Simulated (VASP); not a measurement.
A run of VASP 6.6.1 is set up as follows.

The input INCAR:

```
  PREC = Accurate
  ENCUT = 520
  EDIFF = 1E-7
  ISMEAR = -1
  SIGMA = 0.05
  LREAL = False
  LASPH = True
  NELM = 80
  ALGO = Fast
  ISIF = 2
  LWAVE = False
  LCHARG = False
  GGA = B5
  ALDAX = 1.0
  AGGAX = 1.0
  AGGAC = 1.0
  ALDAC = 0.0
  NBANDS = 19
```

The input KPOINTS:

```
regular mesh
0
Gamma
  9 9 9
```

POSCAR

```
NbCu
1.0
    0.0000000000      2.6006151490      2.6006151490
    2.6006151490      0.0000000000      2.6006151490
    2.6006151490      2.6006151490      0.0000000000
Nb Cu
1 1
Direct
    0.0000000000      0.0000000000      0.0000000000
    0.5000000000      0.5000000000      0.5000000000
```

Potentials or basis: VASP PAW PBE potentials, release 64 (Nb_sv, Cu).

Launch:

```bash
$ cat potpaw_PBE.64/Nb_sv/POTCAR potpaw_PBE.64/Cu/POTCAR > POTCAR
$ mpirun -np 1 vasp_std > vasp.out
```

Question: Predict the pressure.

Answer: 0.3 GPa.

Question: Predict the band gap on the k mesh.

Answer: Zero (bands 12 and 13 overlap by 1.71 eV).

Caveat: the PAW data sets were made with another functional, which shifts forces and pressure a little.
